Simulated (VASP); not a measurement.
A run of VASP 6.6.1 is set up as follows.

INCAR

```
SYSTEM = HgTe
PREC = Accurate ; ENCUT = 520
EDIFF = 1E-6 ; ISMEAR = -1
SIGMA = 0.05 ; LREAL = .False.
LASPH = .True. ; NELM = 100
ALGO = Normal ; ISIF = 2
LWAVE = .False. ; LCHARG = .False.
GGA = PE ; NBANDS = 16
```

Contents of KPOINTS:

```
Automatic mesh
0
Gamma
  13 13 13
  0 0 0
```

The input POSCAR:

```
HgTe
1.0
    0.0000000000      3.2235000000      3.1912650000
    3.2235000000      0.0000000000      3.1912650000
    3.2235000000      3.2235000000      0.0000000000
Hg Te
1 1
Direct
    0.0000000000      0.0000000000      0.0000000000
    0.2500000000      0.2500000000      0.2500000000
```

Potentials or basis: VASP PAW PBE potentials, release 64 (Hg, Te).

Run with:

```sh
$ cat potpaw_PBE.64/Hg/POTCAR potpaw_PBE.64/Te/POTCAR > POTCAR
$ mpirun -np 1 vasp_std > vasp.out
```

Estimate the pressure.

4.7 GPa.

Stress tensor (GPa, compression positive):
```
4.66 0.00 0.00
0.00 4.66 0.00
0.00 0.00 4.77
```

Caveat: the cell differs from its parent crystal (z stretched by -1 %, then relaxed in part); the cell stands under pressure.
